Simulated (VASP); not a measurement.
Here is a VASP 6.6.1 calculation.

INCAR

```
PREC = Accurate
ENCUT = 600
EDIFF = 1E-7
ISMEAR = 0
SIGMA = 0.02
LREAL = False
LASPH = True
NELM = 60
ALGO = Normal
ISIF = 3
LWAVE = False
LCHARG = False
GGA = PE
IBRION = 2
NSW = 100
EDIFFG = -0.01
```

Contents of KPOINTS:

```
regular mesh
0
Gamma
  6 6 6
```

The input POSCAR:

```
Cd3HgS4
1.0
   -2.9715129337      2.9715129337      5.9434907036
    2.9715129337     -2.9715129337      5.9434907036
    2.9715129337      2.9715129337     -5.9434907036
Cd Hg S
3 1 4
Direct
    0.0000000000      0.0000000000      0.0000000000
    0.2500000000      0.7500000000      0.5000000000
    0.7500000000      0.2500000000      0.5000000000
    0.5000000000      0.5000000000      0.0000000000
    0.8782691424      0.8782691424      0.5043250805
    0.3739440619      0.3739440619      0.4956749195
    0.1217308576      0.6260559381      0.0000000000
    0.6260559381      0.1217308576      0.0000000000
```

Potentials or basis: VASP PAW PBE potentials, release 64 (Cd, Hg, S).

Run with:

```sh
$ cat potpaw_PBE.64/Cd/POTCAR potpaw_PBE.64/Hg/POTCAR potpaw_PBE.64/S/POTCAR > POTCAR
$ mpirun -np 1 vasp_std > vasp.out
```

(1) Predict the space group after relaxing (to 0.1 Å).

(2) Predict the relaxed volume.

Answers

(1) I-42m (No. 121).

(2) 26.36 Å³/atom.
